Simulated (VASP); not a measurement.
# BN (P1) in VASP: further runs

BN is run at these levels: PBE; tasks: single point.

Everything below comes from runs of VASP 6.6.1. Logs are shortened: lines on timing, memory, paths and dates and some standing lists are left out, and cuts for length are marked.

## Step 1: The cell of the first run

The typed cell holds 4 atoms: a = 2.563 Å, b = 2.563 Å, c = 4.439 Å, α = 73.22°, β = 73.22°, γ = 60.00°.

## Step 2: Single point, PBE (mode 4 frozen in at +0.000 Å and mode 5 at -0.034 Å (largest displacements))

File INCAR:

```
ALGO = Normal ; EDIFF = 1E-6
ENCUT = 520 ; GGA = PE
ISIF = 2 ; ISMEAR = 0
LASPH = T ; LCHARG = F
LREAL = F ; LWAVE = F
NBANDS = 16 ; NELM = 80
PREC = Accurate ; SIGMA = 0.05
```

File KPOINTS:

```
k-points
0
Gamma
  6 6 6
```

File POSCAR:

```
BN
1.0
    0.0000000000     -1.8123937734     -1.8123937734
   -1.8123937734      0.0000000000     -1.8123937734
    1.8123937734      1.8123937734     -3.6247875468
B N
2 2
Direct
    0.0146217285     -0.0045406793      0.0000000000
    0.4853782715      0.5045406793      0.5000000000
    0.3899633699      0.3703532262      0.8750000000
    0.8600366301      0.8796467738      0.3750000000
```

Potentials or basis: VASP PAW PBE potentials, release 64 (B, N).

The run is started by

```console
$ cat potpaw_PBE.64/B/POTCAR potpaw_PBE.64/N/POTCAR > POTCAR
$ mpirun -np 1 vasp_std > vasp.out
```

OUTCAR:

```text
EDIFF = 1E-6
   ENCUT = 520
   GGA = PE
   ISIF = 2
   ISMEAR = 0
   LASPH = T
   LREAL = F
   NELM = 80
   PREC = Accurate

 ion  position               nearest neighbor table
   1  0.015  0.995  0.000-   3 1.57   3 1.57   3 1.57   4 1.57
   2  0.485  0.505  0.500-   4 1.57   4 1.57   4 1.57   3 1.57
   3  0.390  0.370  0.875-   1 1.57   1 1.57   1 1.57   2 1.57
   4  0.860  0.880  0.375-   2 1.57   2 1.57   2 1.57   1 1.57

  LATTYP: Found a trigonal (rhomboedric) cell.
 ALAT       =     4.4394399578
 COS(alpha) =     0.8333333333

  Lattice vectors:

 A1 = (   1.8123937734,   3.6247875468,  -1.8123937734)
 A2 = (   3.6247875468,   1.8123937734,  -1.8123937734)
 A3 = (   1.8123937734,   1.8123937734,  -3.6247875468)

Analysis of symmetry for initial positions (statically):
=====================================================================
 Subroutine PRICEL returns:
 Original cell was already a primitive cell.

 Routine SETGRP: Setting up the symmetry group for a
 trigonal (rhombohedral) supercell.

 Subroutine GETGRP returns: Found  1 space group operations
 (whereof  1 operations were pure point group operations)
 out of a pool of 12 trial point group operations.

The static configuration has the point symmetry C_1 .

Analysis of symmetry for dynamics (positions and initial velocities):
=====================================================================
 Subroutine PRICEL returns:
 Original cell was already a primitive cell.

 Routine SETGRP: Setting up the symmetry group for a
 trigonal (rhombohedral) supercell.

 Subroutine GETGRP returns: Found  1 space group operations
 (whereof  1 operations were pure point group operations)
 out of a pool of 12 trial point group operations.

The dynamic configuration has the point symmetry C_1 .

 Subroutine INISYM returns: Found  1 space group operations
 (whereof  1 operations are pure point group operations),
 and found     1 'primitive' translations

----------------------------------------------------------------------------------------

                                     Primitive cell

  volume of cell :      23.8132

  direct lattice vectors                    reciprocal lattice vectors
     0.000000000 -1.812393773 -1.812393773     0.137939119 -0.413817356 -0.137939119
    -1.812393773  0.000000000 -1.812393773    -0.413817356  0.137939119 -0.137939119
     1.812393773  1.812393773 -3.624787547     0.137939119  0.137939119 -0.137939119

  length of vectors
     2.563111855  2.563111855  4.439439958     0.457492301  0.457492301  0.238917562

  position of ions in fractional coordinates (direct lattice)
     0.014621729  0.995459321  0.000000000
     0.485378271  0.504540679  0.500000000
     0.389963370  0.370353226  0.875000000
     0.860036630  0.879646774  0.375000000

  ion indices of the primitive-cell ions
   primitive index   ion index
                 1           1
                 2           2
                 3           3
                 4           4

----------------------------------------------------------------------------------------

 KPOINTS: k-points

Automatic generation of k-mesh.
 Grid dimensions read from file:
 generate k-points for:    6    6    6

 Generating k-lattice:

  Cartesian coordinates                     Fractional coordinates (reciprocal lattice)
     0.022989853 -0.068969559 -0.022989853     0.166666667  0.000000000 -0.000000000
    -0.068969559  0.022989853 -0.022989853     0.000000000  0.166666667 -0.000000000
     0.022989853  0.022989853 -0.022989853     0.000000000  0.000000000  0.166666667

  Length of vectors
     0.076248717  0.076248717  0.039819594

  Shift w.r.t. Gamma in fractional coordinates (k-lattice)
     0.000000000  0.000000000  0.000000000

 Subroutine IBZKPT returns following result:
 ===========================================

 Found    112 irreducible k-points:

 Following reciprocal coordinates:
            Coordinates               Weight
  0.000000  0.000000  0.000000      1.000000
  0.166667  0.000000  0.000000      2.000000
  0.000000  0.166667  0.000000      2.000000
 -0.166667 -0.166667 -0.166667      2.000000
  0.333333  0.000000 -0.000000      2.000000
  0.000000  0.333333 -0.000000      2.000000
[... 16 lines left out ...]
 -0.166667  0.500000 -0.000000      2.000000
 -0.333333  0.500000  0.500000      2.000000
 [... further k-points ...]
   k-points           NKPTS =    112   k-points in BZ     NKDIM =    112   number of bands    NBANDS=     16
   number of dos      NEDOS =    301   number of ions     NIONS =      4
   total plane-waves  NPLWV =  14400
   dimension x,y,z NGX =    20 NGY =   20 NGZ =   36
   dimension x,y,z NGXF=    40 NGYF=   40 NGZF=   72
   ions per type =               2   2
   NGX,Y,Z   is equivalent  to a cutoff of  12.97, 12.97, 13.48 a.u.
   NGXF,Y,Z  is equivalent  to a cutoff of  25.94, 25.94, 26.96 a.u.
 SYSTEM =  unknown system
   PREC   = accura    normal or accurate (medium, high low for compatibility)
   ISTART =      0    job   : 0-new  1-cont  2-samecut
   ICHARG =      2    charge: 1-file 2-atom 10-const
   ISPIN  =      1    spin polarized calculation?
   LNONCOLLINEAR =      F non collinear calculations
   LSORBIT =      F    spin-orbit coupling
   LASPH  =      T    aspherical Exc in radial PAW
   ENCUT  =  520.0 eV  38.22 Ry    6.18 a.u.   4.77  4.77  8.25*2*pi/ulx,y,z
   NELM   =     80;   NELMIN=  2; NELMDL= -5     # of ELM steps
   EDIFF  = 0.1E-05   stopping-criterion for ELM
   LREAL  =      F    real-space projection
   EDIFFG = 0.1E-04   stopping-criterion for IOM
   NSW    =      0    number of steps for IOM
   IBRION =     -1    ionic relax: 0-MD 1-quasi-New 2-CG
   NFREE  =      0    steps in history (QN), initial steepest desc. (CG)
   ISIF   =      2    stress and relaxation
   ISYM   =      2    0-nonsym 1-usesym 2-fastsym
   POTIM  = 0.5000    time-step for ionic-motion
   TEBEG  =    0.0;   TEEND  =   0.0 temperature during run
   PSTRESS=    0.0 pullay stress
   NELECT =      16.0000    total number of electrons
   NUPDOWN=      -1.0000    fix difference up-down
   EMIN   =  10.00;   EMAX   =-10.00  energy-range for DOS
   EFERMI =   0.00;   METHOD = LEGACY
   ISMEAR =     0;   SIGMA  =   0.05  broadening in eV -4-tet -1-fermi 0-gaus
   EFERMI_NEDOS =   21; number of points for ismear=-14 and -15
   IALGO  =     38    algorithm
   IMIX   =      4    mixing-type and parameters
     AMIX     =   0.40;   BMIX     =  1.00
     AMIX_MAG =   1.60;   BMIX_MAG =  1.00
  volume/ion in A,a.u.               =       5.95        40.17
  Fermi-wavevector in a.u.,A,eV,Ry     =   1.433867  2.709616 27.973240  2.055975
  Thomas-Fermi vector in A             =   2.553338
   LORBIT       =      0    0 simple, 1 ext, 2 COOP (PROOUT), +10 PAW based schemes
   GGA     = PE    functional components
   LHFCALC =     F    Hartree Fock is set to
   AEXX    =    0.0000 exact exchange contribution
   IVDW    =     0    specifies the selected vdW correction
   LEPSILON=     F    determine dielectric tensor
   LRPA    =     F    only Hartree local field effects (RPA)
 non-spin polarized calculation
 Gauss-broadening in eV      SIGMA  =   0.05
  energy-cutoff  :      520.00
  volume of cell :       23.81
 maximum number of plane-waves:       663
   NGX =  9   NGY =  9   NGZ = 17

 number of electron      16.0000002 magnetization

 Free energy of the ion-electron system (eV)
  ---------------------------------------------------
  ext. energy  EPLUGINS =         0.00000000
  ---------------------------------------------------
  free energy    TOTEN  =       -34.87401346 eV

  energy without entropy =      -34.87401346  energy(sigma->0) =      -34.87401346

 E-fermi :   7.5448     XC(G=0): -12.7830

 val. band max:        7.3199383660   @ k =   0.0000   0.0000   0.0000
 cond. band min:      11.7480388414   @ k =   0.5000   0.0000   0.5000
 fundamental gap:      4.4281004754
 Fermi energy:         7.5447803364

 k-point     1 :       0.0000    0.0000    0.0000
  band No.  band energies     occupation
      1     -12.8334      2.00000
      2      -8.6528      2.00000
      3      -3.3076      2.00000
      4       5.3852      2.00000
      5       5.3891      2.00000
      6       7.2907      2.00000
[... 8 lines left out ...]
     15      18.0232      0.00000
     16      22.4953      0.00000

 k-point     2 :       0.1667    0.0000    0.0000
  band No.  band energies     occupation
      1     -12.2222      2.00000
      2      -8.2913      2.00000
      3      -2.6199      2.00000
      4       3.2109      2.00000
      5       4.7623      2.00000
      6       5.0118      2.00000
[... 8 lines left out ...]
     15      19.4918      0.00000
     16      22.8787      0.00000

 k-point     3 :       0.0000    0.1667    0.0000
  band No.  band energies     occupation
      1     -12.2220      2.00000
      2      -8.2919      2.00000
      3      -2.6191      2.00000
      4       3.2116      2.00000
      5       4.7585      2.00000
      6       5.0166      2.00000
[... 8 lines left out ...]
     15      19.5736      0.00000
     16      22.8900      0.00000

 k-point     4 :      -0.1667   -0.1667   -0.1667
  band No.  band energies     occupation
      1     -12.2221      2.00000
      2      -8.2916      2.00000
      3      -2.6194      2.00000
      4       3.2113      2.00000
      5       4.7600      2.00000
      6       5.0146      2.00000
[... 8 lines left out ...]
     15      19.5437      0.00000
     16      22.8853      0.00000

 k-point     5 :       0.3333    0.0000   -0.0000
  band No.  band energies     occupation
      1     -10.4873      2.00000
      2      -7.5285      2.00000
      3      -1.0452      2.00000
      4      -0.0240      2.00000
      5       1.2685      2.00000
      6       3.8464      2.00000
[... 8 lines left out ...]
     15      21.8051      0.00000
     16      23.2408      0.00000

 k-point     6 :       0.0000    0.3333   -0.0000
  band No.  band energies     occupation
      1     -10.4861      2.00000
      2      -7.5325      2.00000
      3      -1.0373      2.00000
      4      -0.0163      2.00000
      5       1.2578      2.00000
      6       3.8337      2.00000
[... 8 lines left out ...]
     15      21.8472      0.00000
     16      23.2353      0.00000
[... 267 lines left out ...]
 k-point    21 :      -0.3333    0.1667    0.1667
  band No.  band energies     occupation
      1      -8.8498      2.00000
      2      -7.5132      2.00000
      3      -1.5959      2.00000
      4      -0.1054      2.00000
      5       1.2823      2.00000
      6       1.9217      2.00000
[... 8 lines left out ...]
     15      22.7500      0.00000
     16      23.5847      0.00000

 k-point    22 :      -0.1667    0.3333   -0.1667
  band No.  band energies     occupation
      1      -8.8442      2.00000
      2      -7.5230      2.00000
      3      -1.5883      2.00000
      4      -0.0976      2.00000
      5       1.2896      2.00000
      6       1.8986      2.00000
[... 8 lines left out ...]
     15      22.8051      0.00000
     16      23.5839      0.00000

 k-point    23 :      -0.1667    0.5000   -0.0000
  band No.  band energies     occupation
      1      -8.8444      2.00000
      2      -7.5229      2.00000
      3      -1.5875      2.00000
      4      -0.0968      2.00000
      5       1.2864      2.00000
      6       1.8974      2.00000
[... 8 lines left out ...]
     15      22.7728      0.00000
     16      23.5853      0.00000

 k-point    24 :      -0.3333    0.5000    0.5000
  band No.  band energies     occupation
      1      -8.8468      2.00000
      2      -7.5187      2.00000
      3      -1.5907      2.00000
      4      -0.1001      2.00000
      5       1.2832      2.00000
      6       1.9071      2.00000
[... 8 lines left out ...]
     15      22.7489      0.00000
     16      23.5857      0.00000

 [... further k-points ...]

------------------------ aborting loop because EDIFF is reached ----------------------------------------

  FORCE on cell =-STRESS in cart. coord.  units (eV):
  Direction    XX          YY          ZZ          XY          YZ          ZX
  --------------------------------------------------------------------------------------
  -------------------------------------------------------------------------------------
  Total        0.0610599     -0.0066508      0.0326530      0.0059724     -0.0113156      0.0012814
  in kB        4.1081731     -0.4474721      2.1969261      0.4018287     -0.7613248      0.0862171
  external PRESSURE =       1.9525424 kB  Pullay stress =       0.0000000 kB

 VOLUME and BASIS-vectors are now :
 -----------------------------------------------------------------------------
  energy-cutoff  :      520.00
  volume of cell :       23.81
      direct lattice vectors                 reciprocal lattice vectors
     0.000000000 -1.812393773 -1.812393773     0.137939119 -0.413817356 -0.137939119
    -1.812393773  0.000000000 -1.812393773    -0.413817356  0.137939119 -0.137939119
     1.812393773  1.812393773 -3.624787547     0.137939119  0.137939119 -0.137939119

 POSITION                                       TOTAL-FORCE (eV/Angst)
 -----------------------------------------------------------------------------------
     -1.80416     -0.02650     -1.83066        -0.075816      0.242274      0.169679
     -0.00823      0.02650     -3.60652         0.076302     -0.247164     -0.167934
      0.91462      0.87908     -4.54968        -0.101421      0.327621      0.223582
     -0.91462     -0.87908     -4.51229         0.100934     -0.322731     -0.225327
 -----------------------------------------------------------------------------------
    total drift:                               -0.000023      0.000006      0.000040

  FREE ENERGIE OF THE ION-ELECTRON SYSTEM (eV)
  ---------------------------------------------------
  free  energy   TOTEN  =       -34.8740134584 eV

  energy  without entropy=      -34.8740134584  energy(sigma->0) =      -34.87401346
```

Wall time 75 s (1 thread of AMD EPYC, shared host); peak memory 0.12 GiB.

Results:

* Free energy: -34.8740 eV
* Pressure: 0.2 GPa
* Largest force: 0.409 eV/Å
* Band gap on the k mesh: 4.43 eV

Forces in eV/Å, atoms in the order of the input:
```
B   -0.076  0.242  0.170
B    0.076 -0.247 -0.168
N   -0.101  0.328  0.224
N    0.101 -0.323 -0.225
```

Stress tensor (GPa, compression positive):
```
 0.41  0.04  0.01
 0.04 -0.04 -0.08
 0.01 -0.08  0.22
```

Caveat: the k points lie up to 0.48 Å⁻¹ apart; the cell differs from its parent crystal (mode 4 frozen in at +0.000 Å and mode 5 at -0.034 Å (largest displacements)).

## Step 3: Single point, PBE (mode 4 frozen in at -0.034 Å and mode 5 at +0.034 Å (largest displacements))

File INCAR:

```
SYSTEM = BN
ALGO = Normal
EDIFF = 1E-6
ENCUT = 520
GGA = PE
ISIF = 2
ISMEAR = 0
LASPH = .True.
LCHARG = .False.
LREAL = .False.
LWAVE = .False.
NBANDS = 16
NELM = 60
PREC = Accurate
SIGMA = 0.05
```

File KPOINTS:

```
k-points
0
Gamma
  6 6 6
  0 0 0
```

File POSCAR:

```
BN
1.0
    0.0000000000     -1.8123937734     -1.8123937734
   -1.8123937734      0.0000000000     -1.8123937734
    1.8123937734      1.8123937734     -3.6247875468
B N
2 2
Direct
   -0.0178204625      0.0188028347      0.0000000000
    0.5178204625      0.4811971653      0.5000000000
    0.3567631567      0.3942421690      0.8750000000
    0.8932368433      0.8557578310      0.3750000000
```

Potentials or basis: VASP PAW PBE potentials, release 64 (B, N).

The run is started by

```console
$ cat potpaw_PBE.64/B/POTCAR potpaw_PBE.64/N/POTCAR > POTCAR
$ mpirun -np 1 vasp_std > vasp.out
```

It took 72 s on 1 thread of AMD EPYC, shared host; peak memory 0.12 GiB.

It converged, with:

```yaml
Free_energy: -34.8499 eV
Pressure: 0.2 GPa
Largest_force: 0.578 eV/Å
Band_gap_on_the_k_mesh: 4.41 eV
```

Forces in eV/Å, atoms in the order of the input:
```
B    0.312 -0.299  0.014
B   -0.316  0.296 -0.019
N    0.421 -0.395  0.025
N   -0.417  0.399 -0.019
```

Stress tensor (GPa, compression positive):
```
-0.15  0.21 -0.07
 0.21 -0.07 -0.06
-0.07 -0.06  0.68
```

Levels at points of the mesh, in eV from the valence-band top:
```csv
k point,band 5,band 6,band 7,band 8,band 9,band 10,band 11,band 12
"(0.00, 0.00, 0.00)",-1.94,-0.06,-0.04,0.00,8.68,8.74,8.77,10.07
"(0.50, 0.00, 0.00)",-5.27,-4.98,-3.66,-3.64,7.38,7.54,12.44,13.35
"(0.00, 0.50, 0.00)",-5.27,-4.97,-3.66,-3.64,7.38,7.55,12.43,13.38
"(0.50, 0.50, 0.50)",-5.16,-5.14,-3.63,-3.63,7.47,7.48,12.79,12.84
"(0.50, 0.50, 0.00)",-4.90,-4.87,-1.99,-1.92,4.43,9.19,9.95,10.62
"(0.00, 0.50, 0.50)",-4.89,-4.88,-1.97,-1.93,4.41,9.09,9.98,10.62
"(0.50, 0.00, 0.50)",-4.89,-4.88,-1.97,-1.93,4.41,9.10,9.98,10.61
"(0.00, 0.00, 0.50)",-1.24,-1.24,-1.05,-1.05,9.33,9.35,10.09,10.12
```

Caveat: the k points lie up to 0.48 Å⁻¹ apart; the cell differs from its parent crystal (mode 4 frozen in at -0.034 Å and mode 5 at +0.034 Å (largest displacements)).

## Step 4: Single point, PBE (mode 4 frozen in at -0.034 Å and mode 5 at -0.034 Å (largest displacements))

File INCAR:

```
  PREC = Accurate
  ENCUT = 520
  EDIFF = 1E-7
  ISMEAR = 0
  SIGMA = 0.05
  LREAL = F
  LASPH = T
  NELM = 80
  ALGO = Normal
  ISIF = 2
  LWAVE = F
  LCHARG = F
  GGA = PE
  NBANDS = 16
```

File KPOINTS:

```
regular mesh
0
Gamma
  6 6 6
```

File POSCAR:

```
BN
1.0
    0.0000000000     -1.8123937734     -1.8123937734
   -1.8123937734      0.0000000000     -1.8123937734
    1.8123937734      1.8123937734     -3.6247875468
B N
2 2
Direct
    0.0114229945      0.0097214760      0.0000000000
    0.4885770055      0.4902785240      0.5000000000
    0.3866898964      0.3849486214      0.8750000000
    0.8633101036      0.8650513786      0.3750000000
```

The run is started by

```console
$ cat potpaw_PBE.64/B/POTCAR potpaw_PBE.64/N/POTCAR > POTCAR
$ mpirun -np 1 vasp_std > vasp.out
```

It took 77 s on 1 thread of AMD EPYC, shared host; peak memory 0.12 GiB.

The run converged. Its results:

- Free energy: -34.8499 eV
- Pressure: 0.1 GPa
- Largest force: 0.581 eV/Å
- Band gap on the k mesh: 4.41 eV

Forces in eV/Å, atoms in the order of the input:
```
B    0.164  0.192  0.357
B   -0.161 -0.190 -0.350
N    0.216  0.254  0.467
N   -0.219 -0.256 -0.474
```

Stress tensor (GPa, compression positive):
```
 0.45  0.01 -0.15
 0.01  0.37 -0.17
-0.15 -0.17 -0.38
```

Levels at points of the mesh, in eV from the valence-band top:
```tsv
k point	band 6	band 7	band 8	band 9	band 10	band 11
(0.00, 0.00, 0.00)	-0.06	-0.04	0.00	8.67	8.75	8.76
(0.50, 0.00, 0.00)	-5.05	-3.64	-3.63	7.42	7.52	12.55
(0.00, 0.50, 0.00)	-5.07	-3.64	-3.63	7.43	7.51	12.59
(0.50, 0.50, 0.50)	-4.94	-3.66	-3.64	7.36	7.56	12.39
(0.50, 0.50, 0.00)	-4.87	-1.96	-1.93	4.41	9.06	9.99
(0.00, 0.50, 0.50)	-4.87	-1.99	-1.92	4.42	9.17	9.96
(0.50, 0.00, 0.50)	-4.87	-1.98	-1.92	4.42	9.16	9.96
(0.00, 0.00, 0.50)	-1.23	-1.05	-1.05	9.30	9.39	10.00
```

Caveat: the k points lie up to 0.48 Å⁻¹ apart; the cell differs from its parent crystal (mode 4 frozen in at -0.034 Å and mode 5 at -0.034 Å (largest displacements)). A k mesh can miss the band edges.
